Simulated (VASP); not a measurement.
Runs of VASP 6.6.1 on Mo. The structure is that of space group Fm-3m (No. 225), or close to it. The cells are those of the table. 

| task | cell | k mesh | cutoff (eV) | gap on the mesh (eV) | pressure (GPa) | relaxed volume (Å³/atom) |
| --- | --- | --- | --- | --- | --- | --- |
| single point | a = 2.801 Å, angles 60.0°, 1 atom | 18 × 18 × 18 | 520 | none | 0.5 | - |
| relaxation of cell and atoms | relaxed from a = 2.799 Å, angles 60.0°, 1 atom | 18 × 18 × 18 | 600 | none | 0.0 | 15.57 |
| relaxation of cell and atoms | relaxed from a = 2.898 Å, angles 122.4, 122.4, 85.8°, 1 atom | 8 × 8 × 8 | 600 | none | 0.3 | 15.60 |
| single point | a = 2.898 Å, angles 122.4, 122.4, 85.8°, 1 atom | 8 × 8 × 8 | 520 | none | (a) | - |

Alike in all rows: level PBEsol; potentials or basis VASP PAW PBE potentials, release 64 (Mo_sv); no spin polarisation; smearing gaussian 0.1 eV.

Problem. Fill in the values left out.

Solution. (a) -13.7.

Caveats: some runs use coarse meshes; the PAW data sets were made with another functional, which shifts forces and pressure a little.

A k mesh can miss the band edges, and the runs leave out spin-orbit coupling on Mo.

A gap of «none» marks levels without a gap at the run's occupations.
